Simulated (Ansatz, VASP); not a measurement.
## Cu3OF3 in VASP and in Ansatz

```
Cu O F
1.0
     4.36778    0.00000    0.00000
     0.00000    4.36778    0.00000
     0.00000    0.00000    4.36778
Cu O F
3 1 3
Direct
  0.50000 0.50000 0.00000
  0.00000 0.50000 0.50000
  0.50000 0.00000 0.50000
  0.50000 0.50000 0.50000
  0.50000 0.00000 0.00000
  0.00000 0.50000 0.00000
  0.00000 0.00000 0.50000
```

Change from the starting cell: species swapped into the Ce3GaBr3 type (Pm-3m, No. 221).

Alike in both runs: task relaxation of cell and atoms; functional PBE; k mesh 4 × 4 × 4; occupations gaussian, width 0.1 eV; collinear spin.

```csv
,VASP,Ansatz
version,VASP 6.6.1,Ansatz 0.2.0
potentials or method,"VASP PAW PBE potentials, release 64 (Cu, O, F), cutoff 600 eV","scalar-relativistic, plane waves, PAW"
valence electrons in the cell,60,84
```

Ansatz gave:

- gap on the k mesh at the Fermi level, each at its own relaxed structure (eV): none
- net moment per atom (μB): 0.19
- size of the moment on the site where the two differ most (μB): 0.16
- relaxed volume (Å³/atom): 11.17
- relaxed cell length with the largest relative difference (Å): 4.276

**Question.** What did VASP give for the same quantities?

**Answer.** gap on the k mesh at the Fermi level, each at its own relaxed structure (eV): none; net moment per atom (μB): 0.19; size of the moment on the site where the two differ most (μB): 0.15; relaxed volume (Å³/atom): 11.11; relaxed cell length with the largest relative difference (Å): 4.269.

Site moments also hang on the region over which each program counts them. A gap of «none» marks a metal or a gap that the smearing closes. VASP's potentials hold 60 valence electrons a cell and Ansatz's 84, so a difference there can come from the potentials and not from the codes.
